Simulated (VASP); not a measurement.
A run of VASP 6.6.1:

The input INCAR:

```
PREC = Accurate ; ENCUT = 520
EDIFF = 1E-6 ; ISMEAR = 0
SIGMA = 0.1 ; LREAL = F
LASPH = T ; NELM = 100
ALGO = Normal ; ISIF = 2
LWAVE = F ; LCHARG = F
GGA = PE ; NBANDS = 21
```

The input KPOINTS:

```
regular mesh
0
Gamma
  12 12 6
```

POSCAR

```
HfB
1.0
    3.3411796041      0.0000000000      0.0000000000
   -1.6705898020      2.8935464157      0.0000000000
    0.0000000000      0.0000000000      6.1498098990
Hf B
2 2
Direct
    0.0000000000      0.0000000000      0.0000000000
    0.0000000000      0.0000000000      0.5000000000
    0.3333333333      0.6666666667      0.2500000000
    0.6666666667      0.3333333333      0.7500000000
```

Potentials or basis: VASP PAW PBE potentials, release 64 (Hf_pv, B).

The run is started by

```console
$ cat potpaw_PBE.64/Hf_pv/POTCAR potpaw_PBE.64/B/POTCAR > POTCAR
$ mpirun -np 1 vasp_std > vasp.out
```

Hardware: 1 thread of Intel(R) Xeon(R) Platinum 8488C (Sapphire Rapids) (shared host).

**Question.** How long does it take, and how much memory?

**Answer.** Run time: 2 min on 1 thread of Intel(R) Xeon(R) Platinum 8488C (Sapphire Rapids), on a shared host, peak memory 0.24 GiB. Counts: scf iterations 13, k points 76.
